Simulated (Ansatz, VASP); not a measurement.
One calculation of LiH, two programs

File INCAR:

```
ALGO     = Normal         # electronic algorithm
EDIFF    = 1E-6           # SCF threshold, eV
ENCUT    = 520            # plane-wave cutoff, eV
GGA      = PE             # functional
ISIF     = 2              # what is computed and relaxed
ISMEAR   = 0              # smearing method
LASPH    = True           # aspherical terms in the spheres
LCHARG   = False          # write CHGCAR
LREAL    = False          # projectors in reciprocal space
LWAVE    = False          # write WAVECAR
NBANDS   = 9              # bands
NELM     = 80             # most SCF steps
PREC     = Accurate       # precision mode
SIGMA    = 0.05           # smearing width, eV
```

Contents of KPOINTS:

```
k-points
0
Gamma
  10 10 10
```

The input POSCAR:

```
LiH
1.0
    0.0000000000      2.0325000000      2.0325000000
    2.0325000000      0.0000000000      2.0325000000
    2.0325000000      2.0325000000      0.0000000000
Li H
1 1
Direct
    0.0000000000      0.0000000000      0.0000000000
    0.5000000000      0.5000000000      0.5000000000
```

Input for Ansatz:

```yaml
crystal:
  lattice:
    - [0.0, 2.0325, 2.0325]
    - [2.0325, 0.0, 2.0325]
    - [2.0325, 2.0325, 0.0]
  atoms:
    - { symbol: Li, position: [0.0, 0.0, 0.0] }
    - { symbol: H, position: [0.5, 0.5, 0.5] }
basis:
  ecutwfc: 420
kpoints:
  mp_grid: { grid: [10, 10, 10] }
hamiltonian:
  xc: pbe
scf:
  occupations: { method: gaussian, width: 0.05 }
output:
  forces: true
  stress: true
  eigenvalues: true
```

Alike in both runs: task single point; functional PBE; k mesh 10 × 10 × 10; occupations gaussian, width 0.05 eV; no spin polarisation.

|  | VASP | Ansatz |
| --- | --- | --- |
| version | VASP 6.6.1 | Ansatz 0.2.0 |
| potentials or method | VASP PAW PBE potentials, release 64 (Li_sv, H), cutoff 520 eV | scalar-relativistic, plane waves, PAW |
| valence electrons in the cell | 4 | 4 |

VASP gave:

```
gap on the k mesh at the Fermi level (eV) : 3.01
least direct gap on the mesh (eV)         : 3.01
```

Question: Estimate Ansatz's values.

Answer: gap on the k mesh at the Fermi level (eV): 3.02; least direct gap on the mesh (eV): 3.02.

Noted on VASP's run: the cutoff is short for stress, so the pressure is rough.
